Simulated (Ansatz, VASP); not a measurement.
# GaP in VASP and in Ansatz

The input POSCAR:

```
GaP
1.0
    0.0000000000      2.6163833159      2.6163833159
    2.6163833159      0.0000000000      2.6163833159
    2.6163833159      2.6163833159      0.0000000000
Ga P
1 1
Direct
    0.0000000000      0.0000000000      0.0000000000
    0.2500000000      0.2500000000      0.2500000000
```

Contents of INCAR.step1:

```
SYSTEM = GaP
PREC = Accurate
ENCUT = 520
EDIFF = 1E-5
ISMEAR = 0
SIGMA = 0.01
LREAL = .False.
LASPH = .True.
NELM = 80
ALGO = Normal
ISIF = 2
LWAVE = .True.
GGA = PE
NBANDS = 16
```

The input INCAR.step2:

```
SYSTEM = GaP
PREC = Accurate
ENCUT = 520
EDIFF = 1E-6
ISMEAR = 0
SIGMA = 0.01
LREAL = .False.
LASPH = .True.
NELM = 80
ALGO = Normal
ISIF = 2
LWAVE = .False.
LCHARG = .True.
GGA = PE
LHFCALC = .True.
HFSCREEN = 0.2079
PRECFOCK = Normal
LELF = .True.
LVHAR = .True.
ISTART = 1
NBANDS = 16
```

File KPOINTS:

```
Automatic mesh
0
Gamma
  6 6 6
  0 0 0
```

Input for Ansatz:

```yaml
crystal:
  lattice:
    - [0.0, 2.6163833159, 2.6163833159]
    - [2.6163833159, 0.0, 2.6163833159]
    - [2.6163833159, 2.6163833159, 0.0]
  atoms:
    - { symbol: Ga, position: [0.0, 0.0, 0.0] }
    - { symbol: P, position: [0.25, 0.25, 0.25] }
kpoints:
  mp_grid: { grid: [6, 6, 6] }
  band_path:
    path:
      - [0.0, 0.0, 0.0]
      - [-0.5, -0.5, 0.0]
      - [-0.375, -0.375, 0.25]
      - [-0.375, 0.0, 0.375]
      - [0.0, 0.0, 0.5]
      - [-0.5, -0.25, 0.25]
      - [0.0, 0.4375, 0.4375]
    npoints: 1
hamiltonian:
  xc: hse06
scf:
  occupations: { method: fixed }
  n_extra_bands: 4
output:
  forces: true
  stress: true
  eigenvalues: true
  write_density: true
  write_potential: true
  elf: true
  volumetric_format: npy
```

Change from the starting cell: hydrostatic strain -4.0%.

Alike in both runs: task single point; functional HSE06; k mesh 6 × 6 × 6; no spin polarisation.

```csv
,VASP,Ansatz
version,VASP 6.6.1,Ansatz 0.2.0
potentials or method,"VASP PAW PBE potentials, release 64 (Ga_d, P)","plane waves, PAW"
plane-wave cutoff (eV),520,420
occupations,"gaussian, width 0.01 eV",fixed
valence electrons in the cell,18,18
```

Ansatz gave:

```
gap on the k mesh at the Fermi level (eV) : 2.01
pressure (GPa)                            : 15.2
```

Task: Estimate VASP's values.

Result: gap on the k mesh at the Fermi level (eV): 2.01; pressure (GPa): 14.8.

Ansatz's warnings: stress exchange threshold loose, stress scf threshold loose.
